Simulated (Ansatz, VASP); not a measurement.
**Cs: VASP beside Ansatz**

INCAR

```
SYSTEM = Cs
ALGO     = Normal         ! electronic algorithm
EDIFF    = 1E-7           ! SCF threshold, eV
ENCUT    = 520            ! plane-wave cutoff, eV
ISIF     = 2              ! what is computed and relaxed
ISMEAR   = -1             ! smearing method
LASPH    = .True.         ! aspherical terms in the spheres
LCHARG   = .False.        ! write CHGCAR
LREAL    = .False.        ! projectors in reciprocal space
LWAVE    = .False.        ! write WAVECAR
NBANDS   = 26             ! bands
NELM     = 60             ! most SCF steps
PREC     = Accurate       ! precision mode
SIGMA    = 0.1            ! smearing width, eV
```

KPOINTS

```
k-points
0
Gamma
  8 8 3
  0 0 0
```

Contents of POSCAR:

```
Cs
1.0
    5.1378900149      0.0000000000      0.0000000000
   -2.5689450074      4.4495432748      0.0000000000
    0.0000000000      0.0000000000     16.8367071397
Cs
4
Direct
    0.0000000000      1.0000000000      0.0000000000
    0.0000000000      1.0000000000      0.5000000000
    0.3333333333      0.6666666667      0.2500000000
    0.6666666667      0.3333333333      0.7500000000
```

Input for Ansatz:

```yaml
crystal:
  lattice:
    - [5.1378900149, 0.0, 0.0]
    - [-2.5689450074, 4.4495432748, 0.0]
    - [0.0, 0.0, 16.8367071397]
  atoms:
    - { symbol: Cs, position: [0.0, 1.0, 0.0] }
    - { symbol: Cs, position: [0.0, 1.0, 0.5] }
    - { symbol: Cs, position: [0.3333333333, 0.6666666667, 0.25] }
    - { symbol: Cs, position: [0.6666666667, 0.3333333333, 0.75] }
hamiltonian:
  xc: lda
  pseudopotentials:
    kind: paw
    azcp:
      Cs: "pseudopotentials/Cs.paw.azcp"
basis:
  ecutwfc: 420
  fft_grid_basis: typed
kpoints:
  mp_grid: { grid: [8, 8, 3], shift: [0, 0, 0] }
magnetization:
  spin_polarized: false
scf:
  occupations: { method: fermi_dirac, width: 0.1 }
  lower_state_search: "off"
output:
  stress: true
```

Alike in both runs: task single point; functional LDA; k mesh 8 × 8 × 3; occupations fermi-dirac, width 0.1 eV; no spin polarisation.

|  | VASP | Ansatz |
| --- | --- | --- |
| version | VASP 6.6.1 | Ansatz 0.2.0 |
| potentials or method | VASP PAW LDA potentials, release 64 (Cs_sv), cutoff 520 eV | plane waves (420 eV) with PAW, scalar-relativistic |
| valence electrons in the cell | 36 | 36 |

|  | VASP | Ansatz | Ansatz less VASP |
| --- | --- | --- | --- |
| pressure (GPa) | 0.0 | 0.0 | +0.01 |

Ansatz warns that its potentials were made for another functional, while VASP's fit it. LDA's correlation is that of Perdew and Zunger in VASP and of Perdew and Wang (1992) in Ansatz.

Neither program's run includes spin-orbit coupling.
